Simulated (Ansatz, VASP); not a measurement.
# Two plane-wave programs on Au

```xyz
1
Lattice="0.0000 2.0455 2.0455 2.0455 0.0000 2.0455 2.0455 2.0455 0.0000" Properties=species:S:1:pos:R:3 pbc="T T T"
Au    0.0000    0.0000    0.0000
```

Alike in both runs: task single point; functional LDA; k mesh 8 × 8 × 8; occupations gaussian, width 0.1 eV; no spin polarisation.

```csv
,VASP,Ansatz
version,VASP 6.6.1,Ansatz 0.2.0
potentials or method,"VASP PAW LDA potentials, release 64 (Au), cutoff 500 eV","scalar-relativistic, plane waves, PAW"
valence electrons in the cell,11,19
```

```csv
,VASP,Ansatz,Ansatz less VASP
gap on the k mesh at the Fermi level (eV),none,none,-
pressure (GPa),-4.3,-4.7,-0.46
```

LDA's correlation is that of Perdew and Zunger in VASP and of Perdew and Wang (1992) in Ansatz. A gap of «none» marks a metal or a gap that the smearing closes. VASP's potentials hold 11 valence electrons a cell and Ansatz's 19, so a difference there can come from the potentials and not from the codes.

Neither program's run includes spin-orbit coupling.
